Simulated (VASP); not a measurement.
Crystal: ZnS.

```
Zn S
1.0
     3.84578    0.00000    0.00000
    -1.92289    3.33054    0.00000
     0.00000    0.00000    6.30402
Zn S
2 2
Direct
  0.33333 0.66667 0.00520
  0.66667 0.33333 0.50520
  0.33333 0.66667 0.37980
  0.66667 0.33333 0.87980
```

- Program: VASP 6.6.1
- Task: relaxation of cell and atoms
- Functional: PBEsol
- Potentials or basis: VASP PAW PBE potentials, release 64 (Zn, S)
- Cutoff: 600 eV
- k mesh: 12 × 12 × 4
- Occupations: fermi-dirac, width 0.02 eV
- Spin: no spin polarisation

At the start: pressure -3.3 GPa; volume 20.19 Å³/atom.

Q: How do energy, volume and symmetry change on relaxing?

A: Over 6 steps the energy falls by 9.7 meV/atom and the volume is 19.28 Å³/atom (-4.5 %); space group P6_3mc (No. 186, to 0.1 Å) before and after.

The path:
```
step  energy change (eV)  largest force (eV/Å)  pressure (GPa)  volume (Å³)
   1              0.0000                0.0028           -3.29        80.75
   2             -0.0350                0.0128            1.03        75.99
   3             -0.0389                0.0087            0.03        77.06
   4             -0.0389                0.0084           -0.02        77.14
   5             -0.0389                0.0061           -0.05        77.14
   6             -0.0389                0.0000           -0.02        77.13
```

Final structure:
```xyz
4
Lattice="3.7859 0.0000 0.0000 -1.8930 3.2787 0.0000 0.0000 0.0000 6.2139" Properties=species:S:1:pos:R:3 pbc="T T T"
Zn    0.0000    2.1858    0.0337
Zn    1.8930    1.0929    3.1406
S     0.0000    2.1858    2.3587
S     1.8930    1.0929    5.4657
```

Caveat: the PAW data sets were made with another functional, which shifts forces and pressure a little.
